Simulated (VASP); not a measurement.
# Ir (R-3m) in VASP: single point with PBEsol

Aim: the single point of Ir with PBEsol.

Everything below comes from runs of VASP 6.6.1. Logs are shortened: lines on timing, memory, paths and dates and some standing lists are left out, and cuts for length are marked.

## Step 1: The cell of the first run

It takes space group R-3m (No. 166, trigonal). The conventional cell has a = 2.715 Å, b = 2.715 Å, c = 13.300 Å, α = 90.00°, β = 90.00°, γ = 120.00°. Ir (site symmetry 3m) has 12 Ir at 2.57 to 2.86 Å within 3.4 Å.

## Step 2: Single point, PBEsol (atoms displaced along a vibrational mode)

INCAR reads:

```
SYSTEM = Ir
PREC = Accurate
ENCUT = 520
EDIFF = 1E-7
ISMEAR = 0
SIGMA = 0.15
LREAL = .FALSE.
LASPH = .TRUE.
NELM = 80
ALGO = Fast
ISIF = 2
LWAVE = .FALSE.
LCHARG = .FALSE.
GGA = PS
NBANDS = 16
ISYM = 0
KPAR = 4
```

KPOINTS reads:

```
regular mesh
0
G
  24 24 20
  0 0 0
```

POSCAR reads:

```
Ir
1.0
    0.0000000000     -1.9197000000     -1.9197000000
   -1.9197000000      0.0000000000     -1.9197000000
    1.9197000000      1.9197000000     -3.8394000000
Ir
2
Direct
    0.5067608429      0.5067608429      0.4796993586
   -0.0067608429     -0.0067608429      0.0203006414
```

Potentials or basis: VASP PAW PBE potentials, release 64 (Ir).

On the command line:

```
$ cat potpaw_PBE.64/Ir/POTCAR > POTCAR
$ mpirun -np 4 vasp_std > vasp.out
```

OUTCAR:

```text
SYSTEM = Ir
   PREC = Accurate
   ENCUT = 520
   EDIFF = 1E-7
   ISMEAR = 0
   LREAL = .FALSE.
   LASPH = .TRUE.
   NELM = 80
   ISIF = 2
   GGA = PS
   ISYM = 0

 ion  position               nearest neighbor table
   1  0.507  0.507  0.480-   2 2.57   2 2.57   2 2.57   2 2.86   2 2.86   2 2.86
   2  0.993  0.993  0.020-   1 2.57   1 2.57   1 2.57   1 2.86   1 2.86   1 2.86

IMPORTANT INFORMATION: All symmetrisations will be switched off!
NOSYMM: (Re-)initialisation of all symmetry stuff for point group C_1.

----------------------------------------------------------------------------------------

                                     Primitive cell

  volume of cell :      28.2983

  direct lattice vectors                    reciprocal lattice vectors
     0.000000000 -1.919700000 -1.919700000     0.130228682 -0.390686045 -0.130228682
    -1.919700000  0.000000000 -1.919700000    -0.390686045  0.130228682 -0.130228682
     1.919700000  1.919700000 -3.839400000     0.130228682  0.130228682 -0.130228682

  length of vectors
     2.714865776  2.714865776  4.702285459     0.431919674  0.431919674  0.225562693

  position of ions in fractional coordinates (direct lattice)
     0.506760843  0.506760843  0.479699359
     0.993239157  0.993239157  0.020300641

  ion indices of the primitive-cell ions
   primitive index   ion index
                 1           1
                 2           2

----------------------------------------------------------------------------------------

 KPOINTS: regular mesh

Automatic generation of k-mesh.
 Grid dimensions read from file:
 generate k-points for:   24   24   20

 Generating k-lattice:

  Cartesian coordinates                     Fractional coordinates (reciprocal lattice)
     0.005426195 -0.016278585 -0.005426195     0.041666667  0.000000000 -0.000000000
    -0.016278585  0.005426195 -0.005426195     0.000000000  0.041666667 -0.000000000
     0.006511434  0.006511434 -0.006511434     0.000000000  0.000000000  0.050000000

  Length of vectors
     0.017996653  0.017996653  0.011278135

  Shift w.r.t. Gamma in fractional coordinates (k-lattice)
     0.000000000  0.000000000  0.000000000

 -----------------------------------------------------------------------------
|                                                                             |
|           W    W    AA    RRRRR   N    N  II  N    N   GGGG   !!!           |
|           W    W   A  A   R    R  NN   N  II  NN   N  G    G  !!!           |
|           W    W  A    A  R    R  N N  N  II  N N  N  G       !!!           |
|           W WW W  AAAAAA  RRRRR   N  N N  II  N  N N  G  GGG   !            |
[... 70 lines left out ...]
   IBRION =     -1    ionic relax: 0-MD 1-quasi-New 2-CG
   NFREE  =      0    steps in history (QN), initial steepest desc. (CG)
   ISIF   =      2    stress and relaxation
   ISYM   =      0    0-nonsym 1-usesym 2-fastsym
   POTIM  = 0.5000    time-step for ionic-motion
   TEBEG  =    0.0;   TEEND  =   0.0 temperature during run
   PSTRESS=    0.0 pullay stress
   NELECT =      18.0000    total number of electrons
   NUPDOWN=      -1.0000    fix difference up-down
   EMIN   =  10.00;   EMAX   =-10.00  energy-range for DOS
   EFERMI =   0.00;   METHOD = LEGACY
   ISMEAR =     0;   SIGMA  =   0.15  broadening in eV -4-tet -1-fermi 0-gaus
   EFERMI_NEDOS =   21; number of points for ismear=-14 and -15
   IALGO  =     68    algorithm
   IMIX   =      4    mixing-type and parameters
     AMIX     =   0.40;   BMIX     =  1.00
     AMIX_MAG =   1.60;   BMIX_MAG =  1.00
  volume/ion in A,a.u.               =      14.15        95.48
  Fermi-wavevector in a.u.,A,eV,Ry     =   1.407923  2.660589 26.970118  1.982248
  Thomas-Fermi vector in A             =   2.530133
   LORBIT       =      0    0 simple, 1 ext, 2 COOP (PROOUT), +10 PAW based schemes
   GGA     = PS    functional components
   LHFCALC =     F    Hartree Fock is set to
   AEXX    =    0.0000 exact exchange contribution
   IVDW    =     0    specifies the selected vdW correction
   LEPSILON=     F    determine dielectric tensor
   LRPA    =     F    only Hartree local field effects (RPA)
 non-spin polarized calculation
 RMM-DIIS sequential band-by-band and
 Gauss-broadening in eV      SIGMA  =   0.15
  energy-cutoff  :      520.00
  volume of cell :       28.30
 maximum number of plane-waves:       780
   NGX = 11   NGY = 11   NGZ = 17

 number of electron      18.0000001 magnetization

 Free energy of the ion-electron system (eV)
  ---------------------------------------------------
  ext. energy  EPLUGINS =         0.00000000
  ---------------------------------------------------
  free energy    TOTEN  =       -19.41545216 eV

  energy without entropy =      -19.39403540  energy(sigma->0) =      -19.40474378

 E-fermi :  10.3111     XC(G=0): -14.0801

 val. band max:       10.3104840807   @ k =  -0.4583  -0.0417   0.4500
 cond. band min:      10.3119499656   @ k =   0.4167  -0.1250   0.3500
 fundamental gap:      0.0014658849
 Fermi energy:        10.3110584821

 k-point     1 :       0.0000    0.0000    0.0000
  band No.  band energies     occupation
      1      -0.9621      2.00000
      2       1.9961      2.00000
      3       6.1246      2.00000
      4       6.1246      2.00000
      5       6.1779      2.00000
      6       6.1779      2.00000
[... 433 lines left out ...]
      3       4.2532      2.00000
      4       5.0910      2.00000
      5       6.3077      2.00000
      6       6.5416      2.00000
[... 8 lines left out ...]
     15      22.7767      0.00000
     16      26.8835      0.00000

 [... further k-points ...]

------------------------ aborting loop because EDIFF is reached ----------------------------------------

  FORCE on cell =-STRESS in cart. coord.  units (eV):
  Direction    XX          YY          ZZ          XY          YZ          ZX
  --------------------------------------------------------------------------------------
  -------------------------------------------------------------------------------------
  Total        0.9284821      0.9284820      0.9275901      0.3966393     -0.3969105     -0.3969103
  in kB       52.5683101     52.5683065     52.5178094     22.4567167    -22.4720679    -22.4720615
  external PRESSURE =      52.5514753 kB  Pullay stress =       0.0000000 kB

 VOLUME and BASIS-vectors are now :
 -----------------------------------------------------------------------------
  energy-cutoff  :      520.00
  volume of cell :       28.30
      direct lattice vectors                 reciprocal lattice vectors
     0.000000000 -1.919700000 -1.919700000     0.130228682 -0.390686045 -0.130228682
    -1.919700000  0.000000000 -1.919700000    -0.390686045  0.130228682 -0.130228682
     1.919700000  1.919700000 -3.839400000     0.130228682  0.130228682 -0.130228682

 POSITION                                       TOTAL-FORCE (eV/Angst)
 -----------------------------------------------------------------------------------
     -0.05195     -0.05195     -3.78742         1.531015      1.531014     -1.531514
     -1.86775     -1.86775     -3.89138        -1.531015     -1.531014      1.531514
 -----------------------------------------------------------------------------------
    total drift:                                0.000002      0.000003     -0.000003

  FREE ENERGIE OF THE ION-ELECTRON SYSTEM (eV)
  ---------------------------------------------------
  free  energy   TOTEN  =       -19.4154521624 eV

  energy  without entropy=      -19.3940353964  energy(sigma->0) =      -19.40474378
```

OSZICAR:

```text
N       E                     dE             d eps       ncg     rms          rms(c)
DAV:   1     0.145438637402E+03    0.14544E+03   -0.82841E+03185024   0.112E+03
DAV:   2    -0.168536634191E+02   -0.16229E+03   -0.14618E+03184712   0.310E+02
[... 10 lines left out ...]
RMM:  13    -0.194155072365E+02    0.33924E-04   -0.14177E-04222270   0.808E-02    0.228E-01
RMM:  14    -0.194155140678E+02   -0.68313E-05   -0.29517E-05243127   0.429E-02    0.237E-01
RMM:  15    -0.194154804016E+02    0.33666E-04   -0.24283E-05208411   0.508E-02    0.154E-01
RMM:  16    -0.194154530656E+02    0.27336E-04   -0.12952E-04285330   0.106E-01    0.192E-02
RMM:  17    -0.194154525715E+02    0.49402E-06   -0.21708E-06206159   0.122E-02    0.109E-02
RMM:  18    -0.194154521324E+02    0.43915E-06   -0.23199E-06212190   0.992E-03    0.264E-03
RMM:  19    -0.194154521624E+02   -0.29989E-07   -0.31565E-07181712   0.557E-03
   1 F= -.19415452E+02 E0= -.19404744E+02  d E =-.214168E-01
```

It took 25 min on 4 MPI ranks of Oxide Virtual Turin-like, shared host; peak memory 2 GiB.

Results:

```yaml
Free_energy: -19.4155 eV
Pressure: 5.3 GPa
Largest_force: 2.652 eV/Å
Band_gap_on_the_k_mesh: zero (bands 9 and 10 overlap by 2.71 eV)
```

Forces in eV/Å, atoms in the order of the input:
```
Ir   1.531  1.531 -1.532
Ir  -1.531 -1.531  1.532
```

Caveat: the cell differs from its parent crystal (atoms displaced along a vibrational mode); the cell stands under pressure; the PAW data sets were made with another functional, which shifts forces and pressure a little; spin-orbit coupling is left out, which moves the levels of the heavy elements.
